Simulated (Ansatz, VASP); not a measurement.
## Ni: VASP beside Ansatz

```
Ni
1.0
     2.48804    0.00000    0.00000
    -1.24402    2.15470    0.00000
     0.00000    0.00000   26.15740
Ni
6
Direct
  0.16667 0.33333 0.30584
  0.50000 0.00000 0.38350
  0.83333 0.66667 0.46117
  0.16667 0.33333 0.53883
  0.50000 0.00000 0.61650
  0.83333 0.66667 0.69416
```

Alike in both runs: task single point; functional PBE; k mesh 19 × 19 × 1; occupations fermi-dirac, width 0.05 eV; collinear spin.

```csv
,VASP,Ansatz
version,VASP 6.6.1,Ansatz 0.2.0
potentials or method,"VASP PAW PBE potentials, release 64 (Ni), cutoff 520 eV","all-electron LAPW, scalar-relativistic"
```

```tsv
	VASP	Ansatz	Ansatz less VASP
rms of the force components (eV/Å)	0.066	0.066	-0.0001
net moment per atom (μB)	0.65	0.66	+0.017
size of the moment on the site where the two differ most (μB)	0.67	0.71	+0.032
```

Site moments also hang on the region over which each program counts them. Atom by atom the forces differ by 0.001 eV/Å (rms over components). Ansatz ran all-electron here, and VASP with PAW potentials.
